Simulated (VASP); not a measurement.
Crystal: NaI.

```
Na I
1.0
     4.44490    0.00000    0.00000
    -2.22245    3.84940    0.00000
     0.00000    0.00000    7.23545
Na I
2 2
Direct
  0.00000 0.00000 0.50000
  0.00000 0.00000 0.00000
  0.33333 0.66667 0.25000
  0.66667 0.33333 0.75000
```

- Program: VASP 6.6.1
- Task: relaxation of cell and atoms
- Functional: PBEsol
- Potentials or basis: VASP PAW PBE potentials, release 64 (Na_pv, I)
- Cutoff: 600 eV
- k mesh: 6 × 6 × 4
- Occupations: gaussian, width 0.02 eV
- Spin: no spin polarisation

At the start: pressure 1.2 GPa; volume 30.95 Å³/atom.

Question: Where does the relaxation end?

Answer: Over 10 steps the energy falls by 10.4 meV/atom and the volume is 33.00 Å³/atom (+6.6 %); space group P6_3/mmc (No. 194, to 0.1 Å) before and after.

The path:
```tsv
step	energy change (eV)	largest force (eV/Å)	pressure (GPa)	volume (Å³)
1	0.0000	0.0000	1.25	123.80
2	-0.0279	0.0000	0.51	128.16
3	-0.0360	0.0000	-0.27	133.87
4	-0.0366	0.0000	-0.09	132.64
5	-0.0367	0.0000	-0.14	132.82
6	-0.0389	0.0000	-0.05	132.62
7	-0.0411	0.0000	-0.08	132.28
8	-0.0401	0.0000	0.02	131.56
9	-0.0416	0.0000	-0.04	132.03
10	-0.0416	0.0000	-0.03	132.01
```

Final structure:
```
Na I
1.0
     4.46737    0.00000    0.00000
    -2.23369    3.86886    0.00000
     0.00000    0.00000    7.63795
Na I
2 2
Direct
  0.00000 0.00000 0.50000
  0.00000 0.00000 0.00000
  0.33333 0.66667 0.25000
  0.66667 0.33333 0.75000
```

Caveat: the PAW data sets were made with another functional, which shifts forces and pressure a little.
